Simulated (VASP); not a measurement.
**InSe2: single point with PBE**

InSe2:

```
CELL_PARAMETERS angstrom
3.57973 0.00000 0.00000
0.00000 3.57973 0.00000
0.00000 0.00000 9.63879
ATOMIC_POSITIONS crystal
In 0.00000 0.50000 0.70359
In 0.50000 0.00000 0.29641
Se 0.00000 0.50000 0.36578
Se 0.50000 0.00000 0.63422
Se 0.00000 0.00000 0.00000
Se 0.50000 0.50000 0.00000
```

```yaml
Program: VASP 6.6.1
Task: single point
Functional: PBE
Potentials_or_basis: VASP PAW PBE potentials, release 64 (In_d, Se)
Cutoff: 500 eV
k_mesh: 12 × 12 × 6
Occupations: gaussian, width 0.15 eV
Spin: no spin polarisation
Dipole_correction: no
Further_INCAR_settings: ALGO = Normal; EDIFF = 1e-06; NBANDS = 34
```

```json
{
  "Pressure": "19.2 GPa",
  "Largest force": "0.957 eV/Å",
  "Band gap on the k mesh": "zero (bands 25 and 26 overlap by 2.99 eV)"
}
```

Forces in eV/Å, atoms in the order of the input:
```
In   0.000  0.000  0.957
In   0.000  0.000 -0.957
Se   0.000  0.000  0.453
Se   0.000  0.000 -0.453
Se   0.000  0.000  0.000
Se   0.000  0.000  0.000
```

Stress tensor (GPa, compression positive):
```
26.55  0.00  0.00
 0.00 26.55  0.00
 0.00  0.00  4.51
```

Levels at points of the mesh, in eV from the Fermi level:
```tsv
k point	band 23	band 24	band 25	band 26	band 27	band 28
(0.00, 0.00, 0.00)	-2.53	-1.49	0.28	0.51	2.56	3.70
(0.50, 0.00, 0.00)	-1.25	-1.25	-1.24	-1.24	1.62	1.62
(0.50, 0.50, 0.00)	-2.22	-2.22	-1.74	-1.74	2.00	2.00
(0.00, 0.00, 0.50)	-2.49	-0.87	0.22	0.50	1.66	2.83
(0.50, 0.00, 0.50)	-1.29	-1.29	-1.25	-1.25	0.79	0.79
(0.50, 0.50, 0.50)	-2.39	-2.39	-2.09	-2.09	2.84	2.84
```

Wall time 8.9 min on 1 thread of Oxide Virtual Turin-like Processor, on a shared host, peak memory 0.44 GiB.

Caveat: the stress differs along the axes, from 5 to 27 GPa; spin-orbit coupling is left out, which moves the levels of the heavy elements.
